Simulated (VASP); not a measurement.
## TeW: single point with PBE

TeW:

```xyz
2
Lattice="3.3928 0.0000 0.0000 0.0000 3.3928 0.0000 0.0000 0.0000 4.4470" Properties=species:S:1:pos:R:3 pbc="T T T"
Te    1.6964    1.6964    2.2235
W     0.0000    0.0000    0.0000
```

```
Program                : VASP 6.6.1
Task                   : single point
Functional             : PBE
Potentials or basis    : VASP PAW PBE potentials, release 64 (Te, W_sv)
Cutoff                 : 500 eV
k mesh                 : 6 × 6 × 4
Occupations            : gaussian, width 0.1 eV
Spin                   : no spin polarisation
Dipole correction      : no
Further INCAR settings : ALGO = Normal; EDIFF = 1e-06; NBANDS = 17
```

- Pressure: -21.3 GPa
- Band gap on the k mesh: zero (band 10 reaches 9.29 eV, above the bottom of band 11 at 6.64 eV)

Stress tensor (GPa, compression positive):
```
-17.94   0.00   0.00
  0.00 -17.94   0.00
  0.00   0.00 -28.11
```

Levels at points of the mesh, in eV from the Fermi level:
```tsv
k point	band 8	band 9	band 10	band 11	band 12	band 13
(0.00, 0.00, 0.00)	-1.95	0.22	0.22	0.37	0.43	0.43
(0.50, 0.00, 0.00)	-1.62	-0.79	0.67	2.06	2.27	2.98
(0.50, 0.50, 0.00)	-1.90	-1.24	-1.24	-1.05	-0.74	2.34
(0.00, 0.00, 0.50)	-1.29	-1.29	-0.55	1.33	3.20	3.20
(0.50, 0.00, 0.50)	-2.97	0.01	0.03	0.19	0.40	1.56
(0.50, 0.50, 0.50)	-4.29	0.28	1.60	1.90	1.90	1.95
```

Run time: 17 s on 1 thread of Intel(R) Xeon(R) Platinum 8259CL CPU @ 2.50GHz (Skylake/Cascade Lake) (shared host), peak memory 0.18 GiB.

Caveat: spin-orbit coupling is left out, which moves the levels of the heavy elements.
